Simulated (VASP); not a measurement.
## ZnCu4: single point with PBE

System: ZnCu4, a slab with vacuum.

```
Zn Cu
1.0
     2.55899    0.00000    0.00000
    -1.27950    2.21615    0.00000
     0.00000    0.00000   24.44230
Zn Cu
1 4
Cartesian
  0.0000 0.0000 8.0276
  0.0000 1.4774 10.1151
  0.0000 0.0000 12.2211
  0.0000 1.4774 14.3272
  0.0000 0.0000 16.4147
```

| Quantity | Value |
| --- | --- |
| Program | VASP 6.6.1 |
| Task | single point |
| Functional | PBE |
| Potentials or basis | VASP PAW PBE potentials, release 64 (Zn, Cu) |
| Cutoff | 520 eV |
| k mesh | 15 × 15 × 1 |
| Occupations | fermi-dirac, width 0.08 eV |
| Spin | no spin polarisation |
| Dipole correction | yes |
| Further INCAR settings | ALGO = Normal; EDIFF = 1e-06; NBANDS = 36 |

```json
{"Largest force": "0.608 eV/Å", "Band gap on the k mesh": "zero (bands 28 and 29 overlap by 4.15 eV)"}
```

Forces in eV/Å, atoms in the order of the input:
```
Zn   0.000  0.000 -0.608
Cu   0.000  0.000  0.602
Cu   0.000  0.000 -0.017
Cu   0.000  0.000  0.037
Cu   0.000  0.000 -0.014
```

Levels at points of the mesh, in eV from the Fermi level:
```csv
k point,band 25,band 26,band 27,band 28,band 29,band 30,band 31,band 32
"(0.00, 0.00, 0.00)",-2.15,-1.88,-1.88,-1.88,-1.65,-1.65,-0.56,3.59
```

Run time: 110 s on 1 thread of Intel(R) Xeon(R) 6975P-C (Granite Rapids), with other jobs on the host, peak memory 0.32 GiB.
